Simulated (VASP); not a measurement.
# Sn2Bi3O3 (R32) in VASP: further runs

Runs on Sn2Bi3O3. Level: PBE. Tasks: single point.

Everything below comes from runs of VASP 6.6.1. Logs are shortened: lines on timing, memory, paths and dates and some standing lists are left out, and cuts for length are marked.

### Step 1. The cell of the first run

Symmetry: R32, No. 155, trigonal system. The conventional cell has a = 8.416 Å, b = 8.416 Å, c = 8.826 Å, α = 90.00°, β = 90.00°, γ = 120.00°. Within 2.8 Å of Sn (site symmetry 3) lie 3 O at 2.14 Å. Within 3.9 Å of Bi (site symmetry 2) lie 4 O at 2.95 to 3.67 Å and 4 Bi at 3.14 to 3.41 Å and 4 Sn at 3.41 to 3.49 Å. Within 2.8 Å of O (site symmetry 2) lie 2 Sn at 2.14 Å and 2 O at 2.77 Å.

### Step 2. Single point, PBE

The input, INCAR:

```
  PREC = Accurate
  ENCUT = 520
  EDIFF = 1E-7
  ISMEAR = 0
  SIGMA = 0.2
  LREAL = F
  LASPH = T
  NELM = 60
  ALGO = Normal
  ISIF = 2
  LWAVE = F
  LCHARG = F
  GGA = PE
  NBANDS = 56
```

The input, KPOINTS:

```
Automatic mesh
0
Gamma
  3 3 3
```

The input, POSCAR:

```
Sn2Bi3O3
1.0
    4.2079082210      2.4294369426      2.9420931043
   -4.2079082210      2.4294369426      2.9420931043
    0.0000000000     -4.8588738897      2.9420931005
Sn Bi O
2 3 3
Direct
    0.8385178588      0.8385178588      0.8385178588
    0.1614821412      0.1614821412      0.1614821412
    0.2845798423      0.5000000000      0.7154201577
    0.7154201577      0.2845798423      0.5000000000
    0.5000000000      0.7154201577      0.2845798423
    0.1900804821      0.0000000000      0.8099195179
    0.8099195179      0.1900804821      0.0000000000
    0.0000000000      0.8099195179      0.1900804821
```

Potentials or basis: VASP PAW PBE potentials, release 64 (Sn_d, Bi_d, O).

Run with:

```bash
cat potpaw_PBE.64/Sn_d/POTCAR potpaw_PBE.64/Bi_d/POTCAR potpaw_PBE.64/O/POTCAR > POTCAR
mpirun -np 1 vasp_std > vasp.out
```

OUTCAR:

```text
PREC = Accurate
   ENCUT = 520
   EDIFF = 1E-7
   ISMEAR = 0
   LREAL = F
   LASPH = T
   NELM = 60
   ISIF = 2
   GGA = PE

 ion  position               nearest neighbor table
   1  0.839  0.839  0.839-   8 2.14   7 2.14   6 2.14   2 2.85   5 3.41   4 3.41   3 3.41   5 3.49
                             4 3.49   3 3.49
   2  0.161  0.161  0.161-   6 2.14   7 2.14   8 2.14   1 2.85   3 3.41   4 3.41   5 3.41   3 3.49
                             4 3.49   5 3.49
   3  0.285  0.500  0.715-   5 3.14   4 3.14   5 3.41   4 3.41   2 3.41   1 3.41   2 3.49   1 3.49
[... 5 lines left out ...]
   6  0.190  0.000  0.810-   2 2.14   1 2.14
   7  0.810  0.190  0.000-   1 2.14   2 2.14
   8  0.000  0.810  0.190-   1 2.14   2 2.14

  LATTYP: Found a trigonal (rhomboedric) cell.
 ALAT       =     5.6801907793
 COS(alpha) =    -0.0975812220

  Lattice vectors:

 A1 = (   4.2079082210,   2.4294369426,   2.9420931043)
 A2 = (  -4.2079082210,   2.4294369426,   2.9420931043)
 A3 = (   0.0000000000,  -4.8588738897,   2.9420931005)

Analysis of symmetry for initial positions (statically):
=====================================================================
 Subroutine PRICEL returns:
 Original cell was already a primitive cell.

 Routine SETGRP: Setting up the symmetry group for a
 trigonal (rhombohedral) supercell.

 Subroutine GETGRP returns: Found  6 space group operations
 (whereof  6 operations were pure point group operations)
 out of a pool of 12 trial point group operations.

The static configuration has the point symmetry D_3 .

Analysis of symmetry for dynamics (positions and initial velocities):
=====================================================================
 Subroutine PRICEL returns:
 Original cell was already a primitive cell.

 Routine SETGRP: Setting up the symmetry group for a
 trigonal (rhombohedral) supercell.

 Subroutine GETGRP returns: Found  6 space group operations
 (whereof  6 operations were pure point group operations)
 out of a pool of 12 trial point group operations.

The dynamic configuration has the point symmetry D_3 .

 Subroutine INISYM returns: Found  6 space group operations
 (whereof  6 operations are pure point group operations),
 and found     1 'primitive' translations

----------------------------------------------------------------------------------------

[... 88 lines left out ...]
   NSW    =      0    number of steps for IOM
   IBRION =     -1    ionic relax: 0-MD 1-quasi-New 2-CG
   NFREE  =      0    steps in history (QN), initial steepest desc. (CG)
   ISIF   =      2    stress and relaxation
   ISYM   =      2    0-nonsym 1-usesym 2-fastsym
   POTIM  = 0.5000    time-step for ionic-motion
   TEBEG  =    0.0;   TEEND  =   0.0 temperature during run
   PSTRESS=    0.0 pullay stress
   NELECT =      91.0000    total number of electrons
   NUPDOWN=      -1.0000    fix difference up-down
   EMIN   =  10.00;   EMAX   =-10.00  energy-range for DOS
   EFERMI =   0.00;   METHOD = LEGACY
   ISMEAR =     0;   SIGMA  =   0.20  broadening in eV -4-tet -1-fermi 0-gaus
   EFERMI_NEDOS =   21; number of points for ismear=-14 and -15
   IALGO  =     38    algorithm
   IMIX   =      4    mixing-type and parameters
     AMIX     =   0.40;   BMIX     =  1.00
     AMIX_MAG =   1.60;   BMIX_MAG =  1.00
  volume/ion in A,a.u.               =      22.56       152.23
  Fermi-wavevector in a.u.,A,eV,Ry     =   1.303053  2.462413 23.101976  1.697947
  Thomas-Fermi vector in A             =   2.434081
   LORBIT       =      0    0 simple, 1 ext, 2 COOP (PROOUT), +10 PAW based schemes
   GGA     = PE    functional components
   LHFCALC =     F    Hartree Fock is set to
   AEXX    =    0.0000 exact exchange contribution
   IVDW    =     0    specifies the selected vdW correction
   LEPSILON=     F    determine dielectric tensor
   LRPA    =     F    only Hartree local field effects (RPA)
 non-spin polarized calculation
 Gauss-broadening in eV      SIGMA  =   0.20
  energy-cutoff  :      520.00
  volume of cell :      180.46
 maximum number of plane-waves:      4901
 NGX is ok and might be reduce to    42
   NGX = 21   NGY = 21   NGZ = 21

 number of electron      90.9999977 magnetization

 Free energy of the ion-electron system (eV)
  ---------------------------------------------------
  ext. energy  EPLUGINS =         0.00000000
  ---------------------------------------------------
  free energy    TOTEN  =       -37.60374643 eV

  energy without entropy =      -37.53073218  energy(sigma->0) =      -37.56723931

 E-fermi :   6.1570     XC(G=0):  -9.9902

 val. band max:        6.1401223096   @ k =   0.3333   0.3333   0.0000
 cond. band min:       6.4709996922   @ k =   0.3333   0.0000   0.0000
 fundamental gap:      0.3308773826
 Fermi energy:         6.1570194938

 k-point     1 :       0.0000    0.0000    0.0000
  band No.  band energies     occupation
      1     -16.7688      2.00000
      2     -16.7514      2.00000
      3     -16.7514      2.00000
      4     -16.7117      2.00000
      5     -16.6742      2.00000
      6     -16.6669      2.00000
[... 343 lines left out ...]
     55      11.6596      0.00000
     56      12.5932      0.00000

------------------------ aborting loop because EDIFF is reached ----------------------------------------

  FORCE on cell =-STRESS in cart. coord.  units (eV):
  Direction    XX          YY          ZZ          XY          YZ          ZX
  --------------------------------------------------------------------------------------
  -------------------------------------------------------------------------------------
  Total        0.8190686      0.8190686      0.1875428      0.0000000      0.0000000      0.0000000
  in kB        7.2719572      7.2719572      1.6650663      0.0000000      0.0000000      0.0000000
  external PRESSURE =       5.4029936 kB  Pullay stress =       0.0000000 kB

 VOLUME and BASIS-vectors are now :
 -----------------------------------------------------------------------------
  energy-cutoff  :      520.00
  volume of cell :      180.46
      direct lattice vectors                 reciprocal lattice vectors
     4.207908221  2.429436943  2.942093104     0.118823884  0.068603002  0.113298023
    -4.207908221  2.429436943  2.942093104    -0.118823884  0.068603002  0.113298023
     0.000000000 -4.858873890  2.942093101     0.000000000 -0.137206003  0.113298023

 POSITION                                       TOTAL-FORCE (eV/Angst)
 -----------------------------------------------------------------------------------
      0.00000     -0.00000      7.40099         0.000000      0.000000     -0.115201
      0.00000     -0.00000      1.42529         0.000000     -0.000000      0.115201
     -0.90647     -1.57005      4.41314        -0.004127     -0.007148     -0.000000
      1.81294     -0.00000      4.41314         0.008254      0.000000      0.000000
     -0.90647      1.57005      4.41314        -0.004127      0.007148      0.000000
      0.79984     -3.47351      2.94209         0.025340      0.043890      0.000000
      2.60823      2.42944      2.94209        -0.050680      0.000000      0.000000
     -3.40807      1.04407      2.94209         0.025340     -0.043890     -0.000000
 -----------------------------------------------------------------------------------
    total drift:                                0.000000      0.000000     -0.000000

  FREE ENERGIE OF THE ION-ELECTRON SYSTEM (eV)
  ---------------------------------------------------
  free  energy   TOTEN  =       -37.6037464339 eV

  energy  without entropy=      -37.5307321817  energy(sigma->0) =      -37.56723931
```

stdout:

```text
POSCAR found type information on POSCAR SnBiO
 POSCAR found :  3 types and       8 ions
 scaLAPACK will be used
 LDA part: xc-table for (Slater+PW92), standard interpolation
 POSCAR, INCAR and KPOINTS ok, starting setup
 FFT: planning ... GRIDC
 FFT: planning ... GRID_SOFT
 FFT: planning ... GRID
 WAVECAR not read
 entering main loop
```

It took 39 s on 1 thread of Intel Xeon 6975P-C (Granite Rapids), shared host; peak memory 0.27 GiB.

What came out:

| Property | Result |
| --- | --- |
| Free energy | -37.6037 eV |
| Pressure | 0.5 GPa |
| Largest force | 0.115 eV/Å |

Forces in eV/Å, atoms in the order of the input:
```
Sn   0.000  0.000 -0.115
Sn   0.000  0.000  0.115
Bi  -0.004 -0.007  0.000
Bi   0.008  0.000  0.000
Bi  -0.004  0.007  0.000
O    0.025  0.044  0.000
O   -0.051  0.000  0.000
O    0.025 -0.044  0.000
```

Levels at points of the mesh, in eV from the Fermi level:
| k point | band 44 | band 45 | band 46 | band 47 | band 48 | band 49 |
| --- | --- | --- | --- | --- | --- | --- |
| (0.00, 0.00, 0.00) | -1.53 | -1.53 | 0.81 | 0.81 | 1.48 | 1.48 |

Caveat: the k points lie up to 0.37 Å⁻¹ apart; spin-orbit coupling is left out, which moves the levels of the heavy elements; an odd number of electrons without spin polarisation forces a metal; a magnetic or distorted state may lie lower.

### Step 3. Single point, PBE

This run uses another cell than the first one, of 22.66 Å³/atom, 1.005 times its volume.

The input, INCAR:

```
SYSTEM = Sn2Bi3O3
PREC = Accurate
ENCUT = 520
EDIFF = 1E-7
ISMEAR = 0
SIGMA = 0.2
LREAL = .FALSE.
LASPH = .TRUE.
NELM = 60
ALGO = Normal
ISIF = 2
LWAVE = .FALSE.
LCHARG = .FALSE.
GGA = PE
NBANDS = 56
```

The input, KPOINTS:

```
Automatic mesh
0
G
  3 3 3
  0 0 0
```

The input, POSCAR:

```
Sn2Bi3O3
1.0
    4.2251167879      2.4393723149      2.9314501000
   -4.2251167879      2.4393723149      2.9314501000
    0.0000000000     -4.8787446297      2.9314501000
Sn Bi O
2 3 3
Direct
    0.3379076558      0.3379076558      0.3379076558
    0.6620923442      0.6620923442      0.6620923442
    0.7849081516      0.2150918484      0.0000000000
    0.2150918484      0.0000000000      0.7849081516
    0.0000000000      0.7849081516      0.2150918484
    0.6893354438      0.3106645562      0.5000000000
    0.3106645562      0.5000000000      0.6893354438
    0.5000000000      0.6893354438      0.3106645562
```

Potentials or basis: VASP PAW PBE potentials, release 64 (Sn_d, Bi_d, O).

Run with:

```bash
cat potpaw_PBE.64/Sn_d/POTCAR potpaw_PBE.64/Bi_d/POTCAR potpaw_PBE.64/O/POTCAR > POTCAR
mpirun -np 1 vasp_std > vasp.out
```

OUTCAR:

```text
SYSTEM = Sn2Bi3O3
   PREC = Accurate
   ENCUT = 520
   EDIFF = 1E-7
   ISMEAR = 0
   LREAL = .FALSE.
   LASPH = .TRUE.
   NELM = 60
   ISIF = 2
   GGA = PE

 ion  position               nearest neighbor table
   1  0.338  0.338  0.338-   7 2.14   6 2.14   8 2.14   2 2.85   5 3.43   3 3.43   4 3.43   4 3.48
                             3 3.48   5 3.48
   2  0.662  0.662  0.662-   8 2.14   6 2.14   7 2.14   1 2.85   4 3.43   3 3.43   5 3.43   5 3.48
                             3 3.48   4 3.48
   3  0.785  0.215  0.000-   4 3.15   5 3.15   5 3.40   4 3.40   2 3.43   1 3.43   2 3.48   1 3.48
[... 5 lines left out ...]
   6  0.689  0.311  0.500-   1 2.14   2 2.14
   7  0.311  0.500  0.689-   1 2.14   2 2.14
   8  0.500  0.689  0.311-   2 2.14   1 2.14

[... 546 lines left out ...]
  in kB        4.1398655      4.1398655      1.8014065      0.0000000      0.0000000      0.0000000
  external PRESSURE =       3.3603791 kB  Pullay stress =       0.0000000 kB

 VOLUME and BASIS-vectors are now :
 -----------------------------------------------------------------------------
  energy-cutoff  :      520.00
  volume of cell :      181.28
      direct lattice vectors                 reciprocal lattice vectors
     4.225116788  2.439372315  2.931450100     0.118339924  0.068323587  0.113709366
    -4.225116788  2.439372315  2.931450100    -0.118339924  0.068323587  0.113709366
     0.000000000 -4.878744630  2.931450100     0.000000000 -0.136647174  0.113709366

 POSITION                                       TOTAL-FORCE (eV/Angst)
 -----------------------------------------------------------------------------------
      0.00000      0.00000      2.97168         0.000000     -0.000000     -0.057540
      0.00000      0.00000      5.82267         0.000000      0.000000      0.057540
      2.40754      2.43937      2.93145         0.009290     -0.000000      0.000000
      0.90879     -3.30468      2.93145        -0.004645     -0.008045      0.000000
     -3.31633      0.86531      2.93145        -0.004645      0.008045      0.000000
      1.59993      0.00000      4.39718         0.044303     -0.000000      0.000000
     -0.79996     -1.38558      4.39718        -0.022152     -0.038368      0.000000
     -0.79996      1.38558      4.39718        -0.022152      0.038368      0.000000
 -----------------------------------------------------------------------------------
    total drift:                               -0.000000     -0.000000     -0.000000

  FREE ENERGIE OF THE ION-ELECTRON SYSTEM (eV)
  ---------------------------------------------------
  free  energy   TOTEN  =       -37.6089327505 eV

  energy  without entropy=      -37.5358852877  energy(sigma->0) =      -37.57240902
```

stdout:

```text
POSCAR found type information on POSCAR SnBiO
 POSCAR found :  3 types and       8 ions
 scaLAPACK will be used
 LDA part: xc-table for (Slater+PW92), standard interpolation
 POSCAR, INCAR and KPOINTS ok, starting setup
 FFT: planning ... GRIDC
 FFT: planning ... GRID_SOFT
 FFT: planning ... GRID
 WAVECAR not read
 entering main loop
```

Run time: 39 s. Hardware: 1 thread of Intel Xeon 6975P-C (Granite Rapids), shared host; peak memory 0.27 GiB.

What came out:

```yaml
Free_energy: -37.6089 eV
Pressure: 0.3 GPa
Largest_force: 0.058 eV/Å
```

Forces in eV/Å, atoms in the order of the input:
```
Sn   0.000  0.000 -0.058
Sn   0.000  0.000  0.058
Bi   0.009  0.000  0.000
Bi  -0.005 -0.008  0.000
Bi  -0.005  0.008  0.000
O    0.044  0.000  0.000
O   -0.022 -0.038  0.000
O   -0.022  0.038  0.000
```

Stress tensor (GPa, compression positive):
```
0.41 0.00 0.00
0.00 0.41 0.00
0.00 0.00 0.18
```

Levels at points of the mesh, in eV from the Fermi level:
| k point | band 42 | band 43 | band 44 | band 45 | band 46 | band 47 | band 48 | band 49 | band 50 | band 51 |
| --- | --- | --- | --- | --- | --- | --- | --- | --- | --- | --- |
| (0.00, 0.00, 0.00) | -2.06 | -1.62 | -1.52 | -1.52 | 0.82 | 0.82 | 1.47 | 1.47 | 2.34 | 3.76 |

Caveat: the k points lie up to 0.37 Å⁻¹ apart; spin-orbit coupling is left out, which moves the levels of the heavy elements; an odd number of electrons without spin polarisation forces a metal; a magnetic or distorted state may lie lower.
